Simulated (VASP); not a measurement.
# Ir (Fm-3m) in VASP: notebook

The runs below take Ir through single point, relaxation of cell and atoms, with PBE, PBE+U.

All numbers are computed with VASP 6.6.1; they aren't measurements. Logs are shortened: lines on timing, memory, paths and dates and some standing lists are left out, and cuts for length are marked.

## (1) The cell of the first run

The structure is cubic, space group Fm-3m (No. 225). The conventional cell has a = 3.875 Å, b = 3.875 Å, c = 3.875 Å, α = 90.00°, β = 90.00°, γ = 90.00°. Ir (site symmetry m-3m) has 12 Ir at 2.74 Å within 3.6 Å.

## (2) Single point, PBE

The input, INCAR:

```
ALGO = Normal
EDIFF = 1E-6
ENCUT = 500
GGA = PE
GGA_COMPAT = False
ISIF = 2
ISMEAR = 1
LASPH = True
LCHARG = False
LREAL = False
LWAVE = False
NBANDS = 10
NELM = 120
PREC = Accurate
SIGMA = 0.0283
```

The input, KPOINTS:

```
k-points
0
Gamma
  8 8 8
```

The input, POSCAR:

```
Ir
1.0
    0.0000000000      1.9377400436      1.9377400436
    1.9377400436      0.0000000000      1.9377400436
    1.9377400436      1.9377400436      0.0000000000
Ir
1
Direct
    0.0000000000      0.0000000000      0.0000000000
```

Potentials or basis: VASP PAW PBE potentials, release 64 (Ir).

Run with:

```console
> cat potpaw_PBE.64/Ir/POTCAR > POTCAR
> mpirun -np 1 vasp_std > vasp.out
```

OUTCAR:

```text
EDIFF = 1E-6
   ENCUT = 500
   GGA = PE
   ISIF = 2
   ISMEAR = 1
   LASPH = True
   LREAL = False
   NELM = 120
   PREC = Accurate

 ion  position               nearest neighbor table
   1  0.000  0.000  0.000-

  LATTYP: Found a face centered cubic cell.
 ALAT       =     3.8754800872

  Lattice vectors:

 A1 = (   0.0000000000,   1.9377400436,   1.9377400436)
 A2 = (   1.9377400436,   0.0000000000,   1.9377400436)
 A3 = (   1.9377400436,   1.9377400436,   0.0000000000)

Analysis of symmetry for initial positions (statically):
=====================================================================
 Subroutine PRICEL returns:
 Original cell was already a primitive cell.

 Routine SETGRP: Setting up the symmetry group for a
 face centered cubic supercell.

 Subroutine GETGRP returns: Found 48 space group operations
 (whereof 48 operations were pure point group operations)
 out of a pool of 48 trial point group operations.

The static configuration has the point symmetry O_h .

Analysis of symmetry for dynamics (positions and initial velocities):
=====================================================================
 Subroutine PRICEL returns:
 Original cell was already a primitive cell.

 Routine SETGRP: Setting up the symmetry group for a
 face centered cubic supercell.

 Subroutine GETGRP returns: Found 48 space group operations
 (whereof 48 operations were pure point group operations)
 out of a pool of 48 trial point group operations.

The dynamic configuration has the point symmetry O_h .

 Subroutine INISYM returns: Found 48 space group operations
 (whereof 48 operations are pure point group operations),
 and found     1 'primitive' translations

----------------------------------------------------------------------------------------

                                     Primitive cell

  volume of cell :      14.5518

  direct lattice vectors                    reciprocal lattice vectors
     0.000000000  1.937740044  1.937740044    -0.258032548  0.258032548  0.258032548
     1.937740044  0.000000000  1.937740044     0.258032548 -0.258032548  0.258032548
     1.937740044  1.937740044  0.000000000     0.258032548  0.258032548 -0.258032548

  length of vectors
     2.740378250  2.740378250  2.740378250     0.446925482  0.446925482  0.446925482

  position of ions in fractional coordinates (direct lattice)
     0.000000000  0.000000000  0.000000000

  ion indices of the primitive-cell ions
   primitive index   ion index
                 1           1

----------------------------------------------------------------------------------------

 KPOINTS: k-points

Automatic generation of k-mesh.
 Grid dimensions read from file:
 generate k-points for:    8    8    8

 Generating k-lattice:

  Cartesian coordinates                     Fractional coordinates (reciprocal lattice)
    -0.032254068  0.032254068  0.032254068     0.125000000  0.000000000  0.000000000
     0.032254068 -0.032254068  0.032254068     0.000000000  0.125000000  0.000000000
     0.032254068  0.032254068 -0.032254068     0.000000000  0.000000000  0.125000000

  Length of vectors
     0.055865685  0.055865685  0.055865685

  Shift w.r.t. Gamma in fractional coordinates (k-lattice)
     0.000000000  0.000000000  0.000000000

 Subroutine IBZKPT returns following result:
 ===========================================

 Found     29 irreducible k-points:

 Following reciprocal coordinates:
            Coordinates               Weight
  0.000000  0.000000  0.000000      1.000000
  0.125000  0.000000  0.000000      8.000000
  0.250000  0.000000  0.000000      8.000000
  0.375000  0.000000  0.000000      8.000000
  0.500000  0.000000  0.000000      4.000000
  0.125000  0.125000  0.000000      6.000000
[... 16 lines left out ...]
  0.500000  0.250000  0.125000     48.000000
 -0.375000  0.250000  0.125000     24.000000
 [... further k-points ...]
   k-points           NKPTS =     29   k-points in BZ     NKDIM =     29   number of bands    NBANDS=     10
   number of dos      NEDOS =    301   number of ions     NIONS =      1
   total plane-waves  NPLWV =   8000
   dimension x,y,z NGX =    20 NGY =   20 NGZ =   20
   dimension x,y,z NGXF=    40 NGYF=   40 NGZF=   40
   ions per type =               1
   NGX,Y,Z   is equivalent  to a cutoff of  12.13, 12.13, 12.13 a.u.
   NGXF,Y,Z  is equivalent  to a cutoff of  24.27, 24.27, 24.27 a.u.
 SYSTEM =  unknown system
   PREC   = accura    normal or accurate (medium, high low for compatibility)
   ISTART =      0    job   : 0-new  1-cont  2-samecut
   ICHARG =      2    charge: 1-file 2-atom 10-const
   ISPIN  =      1    spin polarized calculation?
   LNONCOLLINEAR =      F non collinear calculations
   LSORBIT =      F    spin-orbit coupling
   LASPH  =      T    aspherical Exc in radial PAW
   ENCUT  =  500.0 eV  36.75 Ry    6.06 a.u.   5.00  5.00  5.00*2*pi/ulx,y,z
   NELM   =    120;   NELMIN=  2; NELMDL= -5     # of ELM steps
   EDIFF  = 0.1E-05   stopping-criterion for ELM
   LREAL  =      F    real-space projection
   EDIFFG = 0.1E-04   stopping-criterion for IOM
   NSW    =      0    number of steps for IOM
   IBRION =     -1    ionic relax: 0-MD 1-quasi-New 2-CG
   NFREE  =      0    steps in history (QN), initial steepest desc. (CG)
   ISIF   =      2    stress and relaxation
   ISYM   =      2    0-nonsym 1-usesym 2-fastsym
   POTIM  = 0.5000    time-step for ionic-motion
   TEBEG  =    0.0;   TEEND  =   0.0 temperature during run
   PSTRESS=    0.0 pullay stress
   NELECT =       9.0000    total number of electrons
   NUPDOWN=      -1.0000    fix difference up-down
   EMIN   =  10.00;   EMAX   =-10.00  energy-range for DOS
   EFERMI =   0.00;   METHOD = LEGACY
   ISMEAR =     1;   SIGMA  =   0.03  broadening in eV -4-tet -1-fermi 0-gaus
   EFERMI_NEDOS =   21; number of points for ismear=-14 and -15
   IALGO  =     38    algorithm
   IMIX   =      4    mixing-type and parameters
     AMIX     =   0.40;   BMIX     =  1.00
     AMIX_MAG =   1.60;   BMIX_MAG =  1.00
  volume/ion in A,a.u.               =      14.55        98.20
  Fermi-wavevector in a.u.,A,eV,Ry     =   1.394816  2.635819 26.470281  1.945511
  Thomas-Fermi vector in A             =   2.518328
   LORBIT       =      0    0 simple, 1 ext, 2 COOP (PROOUT), +10 PAW based schemes
   GGA     = PE    functional components
   LHFCALC =     F    Hartree Fock is set to
   AEXX    =    0.0000 exact exchange contribution
   IVDW    =     0    specifies the selected vdW correction
   LEPSILON=     F    determine dielectric tensor
   LRPA    =     F    only Hartree local field effects (RPA)
 non-spin polarized calculation
 Methfessel and Paxton  Order N= 1 SIGMA  =   0.03
  energy-cutoff  :      500.00
  volume of cell :       14.55
 maximum number of plane-waves:       380
   NGX =  9   NGY =  9   NGZ =  9

 number of electron       9.0000000 magnetization

 Free energy of the ion-electron system (eV)
  ---------------------------------------------------
  ext. energy  EPLUGINS =         0.00000000
  ---------------------------------------------------
  free energy    TOTEN  =        -8.77767550 eV

  energy without entropy =       -8.77751600  energy(sigma->0) =       -8.77762233

 E-fermi :   9.9874     XC(G=0): -13.8190

 val. band max:        9.9326913765   @ k =  -0.3750   0.1250   0.0000
 cond. band min:       9.9961848772   @ k =  -0.3750   0.2500   0.0000
 fundamental gap:      0.0634935007
 Fermi energy:         9.9873510611

 k-point     1 :       0.0000    0.0000    0.0000
  band No.  band energies     occupation
      1      -0.8950      2.00000
      2       6.2030      2.00000
      3       6.2030      2.00000
      4       6.2030      2.00000
      5       8.7861      2.00000
      6       8.7861      2.00000
      7      24.2837      0.00000
      8      29.7271      0.00000
      9      29.7271      0.00000
     10      29.7271      0.00000

 k-point     2 :       0.1250    0.0000    0.0000
  band No.  band energies     occupation
      1      -0.2419      2.00000
      2       5.8973      2.00000
      3       6.4570      2.00000
      4       6.4570      2.00000
      5       8.6520      2.00000
      6       8.6520      2.00000
      7      25.3372      0.00000
      8      27.1560      0.00000
      9      30.7892      0.00000
     10      30.7892      0.00000

 k-point     3 :       0.2500    0.0000    0.0000
  band No.  band energies     occupation
      1       1.2672      2.00000
      2       5.7077      2.00000
      3       6.6330      2.00000
      4       6.6330      2.00000
      5       8.9628      2.00000
      6       8.9628      2.00000
      7      23.5940      0.00000
      8      26.5344      0.00000
      9      33.2957      0.00000
     10      33.2967      0.00000

 k-point     4 :       0.3750    0.0000    0.0000
  band No.  band energies     occupation
      1       2.0771      2.00000
      2       6.2995      2.00000
      3       6.2995      2.00000
      4       7.3433      2.00000
      5      10.1175     -0.00000
      6      10.1175     -0.00000
      7      19.5951      0.00000
      8      24.6953      0.00000
      9      31.0634      0.00000
     10      31.0634      0.00000
[... 222 lines left out ...]
 k-point    22 :       0.3750    0.2500    0.1250
  band No.  band energies     occupation
      1       2.6321      2.00000
      2       4.6204      2.00000
      3       6.1326      2.00000
      4       8.1398      2.00000
      5       8.2064      2.00000
      6      10.6782      0.00000
      7      24.0217      0.00000
      8      26.5700      0.00000
      9      28.2984      0.00000
     10      30.3825      0.00000

 k-point    23 :       0.5000    0.2500    0.1250
  band No.  band energies     occupation
      1       3.5149      2.00000
      2       5.1451      2.00000
      3       5.5143      2.00000
      4       7.7668      2.00000
      5       9.7825      2.00000
      6      12.6780      0.00000
      7      19.9340      0.00000
      8      25.1027      0.00000
      9      26.5567      0.00000
     10      31.0682      0.00000

 k-point    24 :      -0.3750    0.2500    0.1250
  band No.  band energies     occupation
      1       3.5465      2.00000
      2       4.9243      2.00000
      3       6.4586      2.00000
      4       7.4644      2.00000
      5      10.4761     -0.00000
      6      14.9643      0.00000
      7      16.3672      0.00000
      8      25.4835      0.00000
      9      25.4852      0.00000
     10      29.5101      0.00000

 [... further k-points ...]
[... 5 lines left out ...]
  --------------------------------------------------------------------------------------
  -------------------------------------------------------------------------------------
  Total        0.0402131      0.0402131      0.0402131      0.0000000      0.0000000     -0.0000000
  in kB        4.4275323      4.4275323      4.4275323      0.0000000      0.0000000     -0.0000000
  external PRESSURE =       4.4275323 kB  Pullay stress =       0.0000000 kB

 VOLUME and BASIS-vectors are now :
 -----------------------------------------------------------------------------
  energy-cutoff  :      500.00
  volume of cell :       14.55
      direct lattice vectors                 reciprocal lattice vectors
     0.000000000  1.937740044  1.937740044    -0.258032548  0.258032548  0.258032548
     1.937740044  0.000000000  1.937740044     0.258032548 -0.258032548  0.258032548
     1.937740044  1.937740044  0.000000000     0.258032548  0.258032548 -0.258032548

 POSITION                                       TOTAL-FORCE (eV/Angst)
 -----------------------------------------------------------------------------------
      0.00000      0.00000      0.00000         0.000000      0.000000      0.000000
 -----------------------------------------------------------------------------------
    total drift:                               -0.000000     -0.000000     -0.000000

  FREE ENERGIE OF THE ION-ELECTRON SYSTEM (eV)
  ---------------------------------------------------
  free  energy   TOTEN  =        -8.7776755002 eV

  energy  without entropy=       -8.7775160009  energy(sigma->0) =       -8.77762233
```

It took 9.7 s on 1 thread of AMD EPYC 7R13, shared host; peak memory 0.1 GiB.

What came out:

- Free energy: -8.7777 eV
- Pressure: 0.4 GPa

Caveat: spin-orbit coupling is left out, which moves the levels of the heavy elements.

## (3) Single point, PBE

The input, INCAR:

```
SYSTEM = Ir
  PREC = Accurate
  ENCUT = 500
  EDIFF = 1E-6
  ISMEAR = 1
  SIGMA = 0.0283
  LREAL = .False.
  LASPH = .True.
  NELM = 120
  ALGO = Normal
  ISIF = 2
  LWAVE = .False.
  LCHARG = .False.
  GGA = PE
  NBANDS = 10
  GGA_COMPAT = .False.
```

The input, KPOINTS:

```
regular mesh
0
Gamma
  8 8 8
  0 0 0
```

The input, POSCAR:

```
Ir
1.0
    0.0000000000      1.9377400343      1.9377400343
    1.9377400343      0.0000000000      1.9377400343
    1.9377400343      1.9377400343      0.0000000000
Ir
1
Direct
    0.0000000000      0.0000000000      0.0000000000
```

Potentials or basis: VASP PAW PBE potentials, release 64 (Ir).

Run with:

```console
> cat potpaw_PBE.64/Ir/POTCAR > POTCAR
> mpirun -np 1 vasp_std > vasp.out
```

It took 9.4 s on 1 thread of AMD EPYC 7R13, shared host; peak memory 0.1 GiB.

The run converged. Its results:

* Free energy: -8.7777 eV
* Pressure: 0.4 GPa

Levels at points of the mesh, in eV from the Fermi level:
```csv
k point,band 1,band 2,band 3,band 4,band 5,band 6,band 7,band 8,band 9
"(0.00, 0.00, 0.00)",-10.88,-3.78,-3.78,-3.78,-1.20,-1.20,14.30,19.74,19.74
"(0.50, 0.00, 0.00)",-7.87,-3.87,-3.87,-0.75,0.79,0.79,6.92,13.85,19.48
"(0.50, 0.50, 0.00)",-7.65,-7.10,0.77,1.34,1.34,1.64,10.07,11.51,11.51
```

Caveat: spin-orbit coupling is left out, which moves the levels of the heavy elements.

(Part 1 of 2 ends here.)
